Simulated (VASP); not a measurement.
# Hg (C2/m) in VASP: a series of runs, part 2 of 2

VASP 6.6.1. The steps go on from the part before.

**3. Single point, PBEsol+U, collinear spin, ferromagnetic start**

Input file INCAR:

```
PREC = Accurate
ENCUT = 500
EDIFF = 1E-6
ISMEAR = 0
SIGMA = 0.1
LREAL = False
LASPH = True
NELM = 200
ALGO = Normal
ISIF = 2
LWAVE = False
LCHARG = False
ISPIN = 2
MAGMOM = 0.16
LORBIT = 11
LDAU = True
LDAUTYPE = 1
LDAUL = 2
LDAUU = 4.6
LDAUJ = 0.73
LDAUPRINT = 1
GGA = PS
NBANDS = 16
GGA_COMPAT = False
```

Input file KPOINTS:

```
Automatic mesh
0
Gamma
  2 2 2
```

Input file POSCAR:

```
Hg
1.0
    2.2339762741     -2.0458582601      0.0000000000
    2.2339762741      2.0458582601      0.0000000000
   -0.3487351701      0.0000000000      3.0398006871
Hg
1
Direct
    0.5000000000      0.5000000000      0.5000000000
```

Potentials or basis: VASP PAW PBE potentials, release 64 (Hg).

Command:

```bash
cat potpaw_PBE.64/Hg/POTCAR > POTCAR
mpirun -np 1 vasp_std > vasp.out
```

OUTCAR:

```text
PREC = Accurate
   ENCUT = 500
   EDIFF = 1E-6
   ISMEAR = 0
   LREAL = False
   LASPH = True
   NELM = 200
   ISIF = 2
   ISPIN = 2
   LORBIT = 11
   GGA = PS

 ion  position               nearest neighbor table
   1  0.500  0.500  0.500-

  LATTYP: Found a base centered monoclinic cell.
 ALAT       =     4.4679525482
 B/A-ratio  =     0.9157922955
 C/A-ratio  =     0.6848191074
 COS(beta)  =    -0.1139754530
[... 455 lines left out ...]
  Direction    XX          YY          ZZ          XY          YZ          ZX
  --------------------------------------------------------------------------------------
  -------------------------------------------------------------------------------------
  Total        0.3089295      0.8120339      1.6525264      0.0000000      0.0000000     -0.1525929
  in kB       17.8131542     46.8225990     95.2861503      0.0000000      0.0000000     -8.7986435
  external PRESSURE =      53.3073012 kB  Pullay stress =       0.0000000 kB

 VOLUME and BASIS-vectors are now :
 -----------------------------------------------------------------------------
  energy-cutoff  :      500.00
  volume of cell :       27.79
      direct lattice vectors                 reciprocal lattice vectors
     2.233976274 -2.045858260  0.000000000     0.223816164 -0.244396208  0.025676870
     2.233976274  2.045858260  0.000000000     0.223816164  0.244396208  0.025676870
    -0.348735170  0.000000000  3.039800687     0.000000000  0.000000000  0.328968937

 POSITION                                       TOTAL-FORCE (eV/Angst)
 -----------------------------------------------------------------------------------
      2.05961      0.00000      1.51990         0.000000     -0.000000      0.000000
 -----------------------------------------------------------------------------------
    total drift:                               -0.000000     -0.000000     -0.000000

  FREE ENERGIE OF THE ION-ELECTRON SYSTEM (eV)
  ---------------------------------------------------
  free  energy   TOTEN  =         1.8631655226 eV

  energy  without entropy=        1.8717979664  energy(sigma->0) =        1.86748174

 total charge

# of ion       s       p       d       tot
------------------------------------------
    1        0.764   0.233   9.660  10.657

 magnetization (x)

# of ion       s       p       d       tot
------------------------------------------
    1        0.139   0.001   0.029   0.169
```

Run time: 8.2 s. Hardware: 1 thread of Intel Xeon Platinum 8175M at 2.50GHz (Skylake/Cascade Lake), shared host; peak memory 0.14 GiB.

What came out:

```
Free energy                                           : 1.8632 eV
Pressure                                              : 5.3 GPa
Net moment                                            : 0.21 μB per cell
Site moments                                          : Hg +0.17 μB
Valence electrons inside the program's atomic spheres : Hg 10.66
```

Stress tensor (GPa, compression positive):
```
 1.78  0.00 -0.88
 0.00  4.68  0.00
-0.88  0.00  9.53
```

Levels at points of the mesh, in eV from the Fermi level:
Spin up:
```csv
k point,band 3,band 4,band 5,band 6,band 7,band 8,band 9,band 10
"(0.00, 0.00, 0.00)",-8.48,-7.82,-7.81,-7.77,9.43,9.79,9.83,12.83
"(0.50, 0.00, 0.00)",-8.37,-8.28,-7.77,-3.52,-1.93,12.35,12.65,14.92
"(0.50, 0.50, 0.00)",-8.30,-8.24,-7.34,0.08,0.67,1.95,6.56,14.61
"(0.00, 0.00, 0.50)",-8.33,-8.26,-7.74,-3.69,-1.94,12.59,12.63,15.03
"(0.50, 0.00, 0.50)",-8.25,-8.21,-7.35,-0.07,0.65,1.85,6.47,14.81
"(0.50, 0.50, 0.50)",-9.05,-7.32,-7.32,2.98,3.65,5.13,5.17,8.48
```
Spin down:
```tsv
k point	band 3	band 4	band 5	band 6	band 7	band 8
(0.00, 0.00, 0.00)	-8.35	-7.74	-7.74	-7.71	9.59	9.93
(0.50, 0.00, 0.00)	-8.29	-8.20	-7.69	-3.39	-1.81	12.50
(0.50, 0.50, 0.00)	-8.21	-8.16	-7.17	0.22	0.81	2.09
(0.00, 0.00, 0.50)	-8.25	-8.18	-7.68	-3.54	-1.86	12.73
(0.50, 0.00, 0.50)	-8.18	-8.13	-7.22	0.10	0.77	1.97
(0.50, 0.50, 0.50)	-8.96	-7.21	-7.15	3.13	3.81	5.31
```

Eigenvalues of the final occupation matrices:
| site | spin | trace | eigenvalues |
| --- | --- | --- | --- |
| site 1 d | 1 | 4.87 | 0.97 0.97 0.97 0.98 0.99 |
| site 1 d | 2 | 4.84 | 0.96 0.96 0.96 0.97 0.97 |

Caveat: the k points lie up to 1.04 Å⁻¹ apart; the PAW data sets were made with another functional, which shifts forces and pressure a little; spin-orbit coupling is left out, which moves the levels of the heavy elements; the U is typed as a test and isn't derived for this compound. The state reached can hang on the start; a lower one may exist.

**4. Electric field gradients, PBE+U**

Input file INCAR:

```
SYSTEM = Hg
ALGO = Fast
EDIFF = 1E-8
ENCUT = 520
GGA = PE
ISIF = 2
ISMEAR = -1
LASPH = .True.
LCHARG = .False.
LDAU = .True.
LDAUJ = 0
LDAUL = 2
LDAUPRINT = 1
LDAUTYPE = 2
LDAUU = 4.9
LEFG = .True.
LREAL = .False.
LWAVE = .False.
NBANDS = 12
NELM = 150
PREC = Accurate
SIGMA = 0.051703999572871064
```

Input file KPOINTS:

```
k-points
0
Gamma
  6 6 6
  0 0 0
```

POSCAR is that of step 3.

Potentials or basis: VASP PAW PBE potentials, release 64 (Hg).

Command:

```bash
cat potpaw_PBE.64/Hg/POTCAR > POTCAR
mpirun -np 1 vasp_std > vasp.out
```

OUTCAR:

```text
SYSTEM = Hg
   EDIFF = 1E-8
   ENCUT = 520
   GGA = PE
   ISIF = 2
   ISMEAR = -1
   LASPH = .True.
   LREAL = .False.
   NELM = 150
   PREC = Accurate

 ion  position               nearest neighbor table
   1  0.500  0.500  0.500-

  LATTYP: Found a base centered monoclinic cell.
 ALAT       =     4.4679525482
 B/A-ratio  =     0.9157922955
 C/A-ratio  =     0.6848191074
 COS(beta)  =    -0.1139754530

  Lattice vectors:

 A1 = (   2.2339762741,  -2.0458582601,   0.0000000000)
 A2 = (   2.2339762741,   2.0458582601,   0.0000000000)
 A3 = (  -0.3487351701,   0.0000000000,   3.0398006871)

Analysis of symmetry for initial positions (statically):
=====================================================================
 Subroutine PRICEL returns:
 Original cell was already a primitive cell.

 Routine SETGRP: Setting up the symmetry group for a
 base centered monoclinic supercell.

 Subroutine GETGRP returns: Found  4 space group operations
 (whereof  4 operations were pure point group operations)
 out of a pool of  4 trial point group operations.

The static configuration has the point symmetry C_2h.

Analysis of symmetry for dynamics (positions and initial velocities):
=====================================================================
 Subroutine PRICEL returns:
 Original cell was already a primitive cell.

 Routine SETGRP: Setting up the symmetry group for a
 base centered monoclinic supercell.

 Subroutine GETGRP returns: Found  4 space group operations
 (whereof  4 operations were pure point group operations)
 out of a pool of  4 trial point group operations.

The dynamic configuration has the point symmetry C_2h.

 Subroutine INISYM returns: Found  4 space group operations
 (whereof  4 operations are pure point group operations),
 and found     1 'primitive' translations

----------------------------------------------------------------------------------------

                                     Primitive cell

  volume of cell :      27.7862

  direct lattice vectors                    reciprocal lattice vectors
     2.233976274 -2.045858260  0.000000000     0.223816164 -0.244396208  0.025676870
     2.233976274  2.045858260  0.000000000     0.223816164  0.244396208  0.025676870
    -0.348735170  0.000000000  3.039800687     0.000000000  0.000000000  0.328968937

  length of vectors
     3.029222015  3.029222015  3.059739276     0.332389054  0.332389054  0.328968937

  position of ions in fractional coordinates (direct lattice)
     0.500000000  0.500000000  0.500000000

  ion indices of the primitive-cell ions
   primitive index   ion index
[... 138 lines left out ...]
  o =  0.9715  v =  0.2175 -0.9761  0.0000  0.0000  0.0000  0.0000  0.0000  0.0000  0.0000  0.0000      0.0000  0.0000  0.0000  0.0000  0.0000  0.0000  0.0000  0.0000  0.0000  0.0000
  o =  0.9715  v =  0.0000  0.0000  0.0000  0.0000  0.0000  0.2175 -0.9761  0.0000  0.0000  0.0000      0.0000  0.0000  0.0000  0.0000  0.0000  0.0000  0.0000  0.0000  0.0000  0.0000
  o =  0.9715  v =  0.0000  0.0000 -0.1467  0.6838  0.7147  0.0000  0.0000  0.0000  0.0000  0.0000      0.0000  0.0000  0.0000  0.0000  0.0000  0.0000  0.0000  0.0000  0.0000  0.0000
  o =  0.9715  v =  0.0000  0.0000  0.0000  0.0000  0.0000  0.0000  0.0000 -0.1467  0.6838  0.7147      0.0000  0.0000  0.0000  0.0000  0.0000  0.0000  0.0000  0.0000  0.0000  0.0000
  o =  0.9717  v =  0.0000  0.0000 -0.0672 -0.7278  0.6825  0.0000  0.0000  0.0000  0.0000  0.0000      0.0000  0.0000  0.0000  0.0000  0.0000  0.0000  0.0000  0.0000  0.0000  0.0000
  o =  0.9717  v =  0.0000  0.0000  0.0000  0.0000  0.0000  0.0000  0.0000 -0.0672 -0.7278  0.6825      0.0000  0.0000  0.0000  0.0000  0.0000  0.0000  0.0000  0.0000  0.0000  0.0000
  o =  0.9727  v =  0.0000  0.0000  0.0000  0.0000  0.0000  0.0000  0.0000 -0.9869 -0.0521 -0.1528      0.0000  0.0000  0.0000  0.0000  0.0000  0.0000  0.0000  0.0000  0.0000  0.0000
  o =  0.9727  v =  0.0000  0.0000 -0.9869 -0.0521 -0.1528  0.0000  0.0000  0.0000  0.0000  0.0000      0.0000  0.0000  0.0000  0.0000  0.0000  0.0000  0.0000  0.0000  0.0000  0.0000
  o =  0.9729  v = -0.9761 -0.2175  0.0000  0.0000  0.0000  0.0000  0.0000  0.0000  0.0000  0.0000      0.0000  0.0000  0.0000  0.0000  0.0000  0.0000  0.0000  0.0000  0.0000  0.0000
  o =  0.9729  v =  0.0000  0.0000  0.0000  0.0000  0.0000 -0.9761 -0.2175  0.0000  0.0000  0.0000      0.0000  0.0000  0.0000  0.0000  0.0000  0.0000  0.0000  0.0000  0.0000  0.0000

 number of electron      12.0000004 magnetization

 Free energy of the ion-electron system (eV)
  ---------------------------------------------------
  ext. energy  EPLUGINS =         0.00000000
  ---------------------------------------------------
  free energy    TOTEN  =         0.91596791 eV

  energy without entropy =        0.91964522  energy(sigma->0) =        0.91780657

 E-fermi :   1.4985     XC(G=0):  -9.8222

 val. band max:        1.4568461890   @ k =  -0.1667   0.5000   0.1667
 cond. band min:       1.5029906248   @ k =  -0.1667   0.1667   0.5000
 fundamental gap:      0.0461444358
 Fermi energy:         1.4984545070

 k-point     1 :       0.0000    0.0000    0.0000
  band No.  band energies     occupation
      1      -8.2220      2.00000
      2      -8.1800      2.00000
      3      -6.4932      2.00000
      4      -6.4547      2.00000
      5      -6.4410      2.00000
      6      -6.2787      2.00000
      7      11.5191      0.00000
      8      11.8428      0.00000
      9      11.9304      0.00000
     10      14.9696      0.00000
     11      15.5498      0.00000
     12      15.7133      0.00000
[... 331 lines left out ...]
 k-point    24 :      -0.1667    0.1667    0.1667
  band No.  band energies     occupation
      1      -7.7604      2.00000
      2      -7.6902      2.00000
      3      -6.8177      2.00000
      4      -6.7112      2.00000
      5      -6.6704      2.00000
      6      -4.6237      2.00000
      7       8.1964      0.00000
      8       8.9423      0.00000
      9       9.2608      0.00000
     10      17.6756      0.00000
     11      19.7794      0.00000
     12      20.6217      0.00000

 [... further k-points ...]
[... 5 lines left out ...]
  --------------------------------------------------------------------------------------
  -------------------------------------------------------------------------------------
  Total        0.2133298      0.0500994     -0.0337454      0.0000000      0.0000000     -0.0769543
  in kB       12.3007870      2.8887782     -1.9457905      0.0000000      0.0000000     -4.4372511
  external PRESSURE =       4.4145916 kB  Pullay stress =       0.0000000 kB

 VOLUME and BASIS-vectors are now :
 -----------------------------------------------------------------------------
  energy-cutoff  :      520.00
  volume of cell :       27.79
      direct lattice vectors                 reciprocal lattice vectors
     2.233976274 -2.045858260  0.000000000     0.223816164 -0.244396208  0.025676870
     2.233976274  2.045858260  0.000000000     0.223816164  0.244396208  0.025676870
    -0.348735170  0.000000000  3.039800687     0.000000000  0.000000000  0.328968937

 POSITION                                       TOTAL-FORCE (eV/Angst)
 -----------------------------------------------------------------------------------
      2.05961      0.00000      1.51990         0.000000      0.000000      0.000000
 -----------------------------------------------------------------------------------
    total drift:                               -0.000000     -0.000000     -0.000000

  FREE ENERGIE OF THE ION-ELECTRON SYSTEM (eV)
  ---------------------------------------------------
  free  energy   TOTEN  =         0.9159679131 eV

  energy  without entropy=        0.9196452198  energy(sigma->0) =        0.91780657

 Electric field gradients (V/A^2)
---------------------------------------------------------------------
 ion       V_xx      V_yy      V_zz      V_xy      V_xz      V_yz
---------------------------------------------------------------------
   1     -34.919    19.846    15.073    -0.000    30.118    -0.000
---------------------------------------------------------------------

 Electric field gradients after diagonalization (V/A^2)
 (convention: |V_zz| > |V_xx| > |V_yy|)
----------------------------------------------------------------------
 ion       V_xx      V_yy      V_zz     asymmetry (V_yy - V_xx)/ V_zz
----------------------------------------------------------------------
   1      29.216    19.846   -49.062       0.191
----------------------------------------------------------------------

           NMR quadrupolar parameters

 Cq : quadrupolar parameter    Cq=e*Q*V_zz/h
 eta: asymmetry parameters     (V_yy - V_xx)/ V_zz
 Q  : nuclear electric quadrupole moment in mb (millibarn)
----------------------------------------------------------------------
 ion       Cq(MHz)       eta       Q (mb)
----------------------------------------------------------------------
   1      -0.119       0.191       1.000
----------------------------------------------------------------------
```

OSZICAR:

```text
N       E                     dE             d eps       ncg     rms          rms(c)
DAV:   1     0.776879728800E+02    0.77688E+02   -0.64657E+03  1640   0.939E+02
DAV:   2     0.261922827466E+01   -0.75069E+02   -0.72699E+02  1832   0.226E+02
DAV:   3     0.906952292194E+00   -0.17123E+01   -0.17110E+01  1920   0.410E+01
DAV:   4     0.904314658648E+00   -0.26376E-02   -0.26376E-02  1800   0.164E+00
DAV:   5     0.904309880931E+00   -0.47777E-05   -0.47777E-05  1928   0.655E-02    0.381E+00
RMM:   6     0.925695184995E+00    0.21385E-01   -0.65673E-02  1695   0.220E+00    0.186E+00
RMM:   7     0.918190734933E+00   -0.75045E-02   -0.10285E-02  1780   0.828E-01    0.666E-01
RMM:   8     0.915959902028E+00   -0.22308E-02   -0.31905E-03  1772   0.742E-01    0.620E-02
RMM:   9     0.915972929546E+00    0.13028E-04   -0.10054E-04  1823   0.928E-02    0.261E-02
RMM:  10     0.915967856132E+00   -0.50734E-05   -0.15327E-05  1796   0.416E-02    0.534E-03
RMM:  11     0.915967991117E+00    0.13498E-06   -0.13130E-06  1859   0.990E-03    0.124E-03
RMM:  12     0.915968017996E+00    0.26879E-07   -0.24562E-07  1885   0.487E-03    0.990E-04
RMM:  13     0.915967922421E+00   -0.95574E-07   -0.12518E-08  1474   0.959E-04    0.136E-04
RMM:  14     0.915967913088E+00   -0.93330E-08   -0.11735E-09  1260   0.264E-04
   1 F= 0.91596791E+00 E0= 0.91780657E+00  d E =-.367731E-02
```

stdout:

```text
POSCAR found type information on POSCAR Hg
 POSCAR found :  1 types and       1 ions
 scaLAPACK will be used
 LDA part: xc-table for (Slater+PW92), standard interpolation
 POSCAR, INCAR and KPOINTS ok, starting setup
 FFT: planning ... GRIDC
 FFT: planning ... GRID_SOFT
 FFT: planning ... GRID
 WAVECAR not read
 entering main loop
ion   1
```

Run time: 24 s. Hardware: 1 thread of Intel Xeon 8259CL, shared host; peak memory 0.15 GiB.

Results:

* Free energy: 0.9160 eV
* Pressure: 0.4 GPa
* Band gap on the k mesh: zero (band 6 reaches 5.09 eV, above the bottom of band 7 at 0.16 eV)

Stress tensor (GPa, compression positive):
```
 1.23  0.00 -0.44
 0.00  0.29  0.00
-0.44  0.00 -0.19
```

Levels at points of the mesh, in eV from the Fermi level:
```
           k point  band 3  band 4  band 5  band 6  band 7  band 8  band 9  band 10
(0.00, 0.00, 0.00)   -7.99   -7.95   -7.94   -7.78   10.02   10.34   10.43    13.47
(0.50, 0.00, 0.00)   -8.48   -8.36   -7.89   -3.09   -1.31   12.95   13.22    15.51
(0.50, 0.50, 0.00)   -8.39   -8.36   -7.36    0.57    1.29    2.55    6.99    15.21
(0.00, 0.00, 0.50)   -8.44   -8.34   -7.88   -3.25   -1.34   13.19   13.20    15.62
(0.50, 0.00, 0.50)   -8.36   -8.32   -7.40    0.43    1.25    2.44    6.90    15.41
(0.50, 0.50, 0.50)   -9.13   -7.38   -7.34    3.59    4.20    5.74    5.74     9.15
```

Electric field gradients, principal values (V/Å²):
```csv
atom,least,middle,greatest (by size)
1 Hg,19.846,29.216,-49.062
```

Eigenvalues of the final occupation matrices:
```csv
site,spin,trace,eigenvalues
site 1 d,1,4.86,0.97 0.97 0.97 0.97 0.97
site 1 d,2,4.86,0.97 0.97 0.97 0.97 0.97
```

Caveat: without QUAD_EFG the Cq values of the log hold for a quadrupole moment of 1 mb, not for the nuclei; spin-orbit coupling is left out, which moves the levels of the heavy elements; U without spin polarisation on a metal has little footing; the U is typed as a test and isn't derived for this compound.

**5. The runs side by side**

```csv
task,level,spin,U,k mesh,cutoff (eV),smearing,LDAUTYPE,hund's J,gap on the mesh (eV),pressure (GPa),moment (μB)
single point,PBE+U,"collinear, ferromagnetic start",Hg d U = 4.5 eV,2 × 2 × 2,500,gaussian 0.1 eV,-,-,none,8.1,0.21
single point,PBEsol+U,"collinear, ferromagnetic start","Hg d U = 4.6 eV, J = 0.73 eV",2 × 2 × 2,500,gaussian 0.1 eV,1,0.73,none,5.3,0.21
electric field gradients,PBE+U,off,Hg d U = 4.9 eV,6 × 6 × 6,520,fermi-dirac 0.051704 eV,-,-,none,0.4,-
```

Alike in all rows: potentials or basis VASP PAW PBE potentials, release 64 (Hg); cell as given.

Caveats: some runs use coarse meshes; spin-orbit coupling is left out, which moves the levels of the heavy elements; the U is typed as a test and isn't derived for this compound; the PAW data sets were made with another functional, which shifts forces and pressure a little (some runs); U without spin polarisation on a metal has little footing (some runs).

Absolute energies hang on the potentials; compare differences alone.
